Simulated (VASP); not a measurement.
KSc2MoF6: single point with r2SCAN

KSc2MoF6:

```
CELL_PARAMETERS angstrom
0.00000 4.11582 4.11582
4.11582 0.00000 4.11582
4.11582 4.11582 0.00000
ATOMIC_POSITIONS crystal
Mo 0.00000 0.00000 0.00000
K 0.50000 0.50000 0.50000
Sc 0.25000 0.25000 0.25000
Sc 0.75000 0.75000 0.75000
F 0.77300 0.22700 0.22700
F 0.22700 0.77300 0.22700
F 0.22700 0.77300 0.77300
F 0.77300 0.22700 0.77300
F 0.22700 0.22700 0.77300
F 0.77300 0.77300 0.22700
```

* Program: VASP 6.6.1
* Task: single point
* Functional: r2SCAN
* Potentials or basis: VASP PAW PBE potentials, release 64 (Mo_sv, K_sv, Sc_sv, F)
* Cutoff: 520 eV
* k mesh: 7 × 7 × 7
* Occupations: fermi-dirac, width 0.1 eV
* Spin: no spin polarisation
* Dipole correction: no
* Further INCAR settings: ALGO = Normal; EDIFF = 1e-06; NBANDS = 54

```json
{
  "Pressure": "25.1 GPa",
  "Largest force": "2.792 eV/Å",
  "Band gap on the k mesh": "zero (an odd number of electrons rules out a gap without spin polarisation)"
}
```

Forces in eV/Å, atoms in the order of the input:
```
Mo   0.000  0.000  0.000
K    0.000  0.000  0.000
Sc   0.000  0.000  0.000
Sc   0.000  0.000  0.000
F    2.792  0.000  0.000
F    0.000  2.792  0.000
F   -2.792  0.000  0.000
F    0.000 -2.792  0.000
F    0.000  0.000  2.792
F    0.000  0.000 -2.792
```

Levels at points of the mesh, in eV from the Fermi level:
```
           k point  band 41  band 42  band 43  band 44  band 45  band 46
(0.00, 0.00, 0.00)    -1.71    -0.60    -0.60    -0.41    -0.41    -0.41
```

Run time: 19 min on 1 thread of Intel(R) Xeon(R) Platinum 8175M CPU @ 2.50GHz (Skylake/Cascade Lake) (shared host), peak memory 0.45 GiB.

Caveat: the cell stands under pressure; the PAW data sets were made with another functional, which shifts forces and pressure a little; an odd number of electrons without spin polarisation forces a metal; a magnetic or distorted state may lie lower.
